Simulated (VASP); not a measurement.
Here is a VASP 6.6.1 calculation.

INCAR

```
SYSTEM = B
PREC = Accurate ; ENCUT = 520
EDIFF = 1E-7 ; ISMEAR = 0
SIGMA = 0.1 ; LREAL = .False.
LASPH = .True. ; NELM = 80
ALGO = Normal ; ISIF = 2
LWAVE = .False. ; LCHARG = .False.
GGA = PE ; NBANDS = 14
```

Contents of KPOINTS:

```
Automatic mesh
0
Gamma
  4 4 10
  0 0 0
```

File POSCAR:

```
B
1.0
    4.2017848671      0.0000000000      0.0000000000
    0.0000000000      4.2017848671      0.0000000000
    0.0000000000      0.0000000000      1.9186901375
B
4
Direct
    0.2021269406      0.5000000000      0.0000000000
    0.7978730594      0.5000000000      0.0000000000
    0.5000000000      0.2021269406      0.0000000000
    0.5000000000      0.7978730594      0.0000000000
```

Potentials or basis: VASP PAW PBE potentials, release 64 (B).

Command:

```console
$ cat potpaw_PBE.64/B/POTCAR > POTCAR
$ mpirun -np 1 vasp_std > vasp.out
```

**Question.** Estimate the pressure.

**Answer.** 0.0 GPa.

**Question.** Estimate the band gap on the k mesh.

**Answer.** Zero (band 6 reaches 5.15 eV, above the bottom of band 7 at 3.77 eV).

Stress tensor (GPa, compression positive):
```
 0.07  0.00  0.00
 0.00  0.07  0.00
 0.00  0.00 -0.03
```

Caveat: the k points lie up to 0.37 Å⁻¹ apart.
